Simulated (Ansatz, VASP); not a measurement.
# One calculation of SrO, two programs

```
Sr O
1.0
     0.00000    2.63115    2.63115
     2.63115    0.00000    2.63115
     2.63115    2.63115    0.00000
Sr O
1 1
Direct
  0.50000 0.50000 0.50000
  0.00000 0.00000 0.00000
```

Alike in both runs: task relaxation of the atoms; functional r2SCAN; k mesh 10 × 10 × 10; occupations fermi-dirac, width 0.02 eV; no spin polarisation.

|  | VASP | Ansatz |
| --- | --- | --- |
| version | VASP 6.6.1 | Ansatz 0.2.0 |
| potentials or method | VASP PAW PBE potentials, release 64 (Sr_sv, O), cutoff 520 eV | PAW plane waves |
| valence electrons in the cell | 16 | 16 |

|  | VASP | Ansatz | Ansatz less VASP |
| --- | --- | --- | --- |
| gap on the k mesh at the Fermi level, each at its own relaxed structure (eV) | 3.77 | 3.81 | +0.045 |

VASP's potentials were made for PBE, not for r2SCAN. Ansatz's warnings: stress scf threshold loose.

Noted on VASP's run: the relaxation stopped at its first step, so nothing moved.
